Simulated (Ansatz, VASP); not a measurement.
**One calculation of Hf, two programs**

```
Hf
1.0
     3.20323    0.00000    0.00000
    -1.60161    2.77408    0.00000
     0.00000    0.00000   26.14590
Hf
5
Direct
  0.00000 0.00000 0.30597
  0.33333 0.66667 0.40299
  0.00000 0.00000 0.50000
  0.33333 0.66667 0.59701
  0.00000 0.00000 0.69403
```

Alike in both runs: task single point; functional PBE; k mesh 12 × 12 × 1; occupations fermi-dirac, width 0.1 eV; no spin polarisation.

```csv
,VASP,Ansatz
version,VASP 6.6.1,Ansatz 0.2.0
potentials or method,"VASP PAW PBE potentials, release 64 (Hf_pv), cutoff 520 eV","all-electron LAPW, scalar-relativistic"
```

```tsv
	VASP	Ansatz	Ansatz less VASP
rms of the force components (eV/Å)	0.345	0.333	-0.0119
```

Atom by atom the forces differ by 0.014 eV/Å (rms over components). Ansatz ran all-electron here, and VASP with PAW potentials.

Neither program's run includes spin-orbit coupling.
